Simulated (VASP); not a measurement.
# SrO: single point with RPBE

SrO:

```
CELL_PARAMETERS angstrom
0.00000 2.56630 2.56630
2.56630 0.00000 2.56630
2.56630 2.56630 0.00000
ATOMIC_POSITIONS crystal
Sr 0.50000 0.50000 0.50000
O 0.00000 0.00000 0.00000
```

* Program: VASP 6.6.1
* Task: single point
* Functional: RPBE
* Potentials or basis: VASP PAW PBE potentials, release 64 (Sr_sv, O)
* Cutoff: 520 eV
* k mesh: 5 × 5 × 5
* Occupations: gaussian, width 0.01 eV
* Spin: no spin polarisation
* Dipole correction: no
* Further INCAR settings: ALGO = Normal; EDIFF = 1e-07; NBANDS = 15

```json
{
 "Pressure": "7.0 GPa",
 "Band gap on the k mesh": "3.56 eV, indirect (least direct gap 3.67 eV)"
}
```

Levels at points of the mesh, in eV from the valence-band top:
```
           k point  band 5  band 6  band 7  band 8  band 9  band 10  band 11  band 12
(0.00, 0.00, 0.00)  -14.11    0.00    0.00    0.00    4.20     6.28     6.28     6.28
```

It took 14 s on 1 thread of Intel Xeon 8259CL, with other jobs on the host, peak memory 0.15 GiB.

Caveat: the k points lie up to 0.42 Å⁻¹ apart; the PAW data sets were made with another functional, which shifts forces and pressure a little. A k mesh can miss the band edges.
